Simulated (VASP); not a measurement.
Wanted: the native input for a VASP 6.6.1 run.

```yaml
Task: single point
Functional: PBEsol
Dispersion: D4
Potentials_or_basis: VASP PAW PBE potentials, release 64 (Rh_pv)
Cutoff: 500 eV
k_mesh: 18 × 18 × 18
Occupations: gaussian, width 0.1 eV
Spin: no spin polarisation
Dipole_correction: no
Further_INCAR_settings: ALGO = Normal; EDIFF = 1e-06; NBANDS = 14
```

The structure of Rh lies in POSCAR:

```
Rh
1.0
    0.0000000000      1.8791443955      1.8791443955
    1.8791443955      0.0000000000      1.8791443955
    1.8791443955      1.8791443955      0.0000000000
Rh
1
Direct
    0.0000000000      0.0000000000      0.0000000000
```

These files were run (other wordings do the same):

INCAR

```
ALGO = Normal ; EDIFF = 1E-6
ENCUT = 500 ; GGA = PS
GGA_COMPAT = False ; ISIF = 2
ISMEAR = 0 ; IVDW = 13
LASPH = True ; LCHARG = True
LELF = True ; LREAL = False
LVHAR = True ; LWAVE = False
NBANDS = 14 ; NELM = 120
PREC = Accurate ; SIGMA = 0.1
```

KPOINTS

```
k-points
0
Gamma
  18 18 18
```

Potentials or basis: VASP PAW PBE potentials, release 64 (Rh_pv).

Command:

```sh
$ cat potpaw_PBE.64/Rh_pv/POTCAR > POTCAR
$ mpirun -np 1 vasp_std > vasp.out
```

It gave:

```yaml
Pressure: -0.1 GPa
Dispersion_energy_per_atom: -0.508 eV
```

Caveat: the PAW data sets were made with another functional, which shifts forces and pressure a little; pairwise dispersion overbinds metals, which lowers pressure and volume.

Run time: 45 s on 1 thread of Intel Xeon 8259CL, with other jobs on the host, peak memory 0.15 GiB.
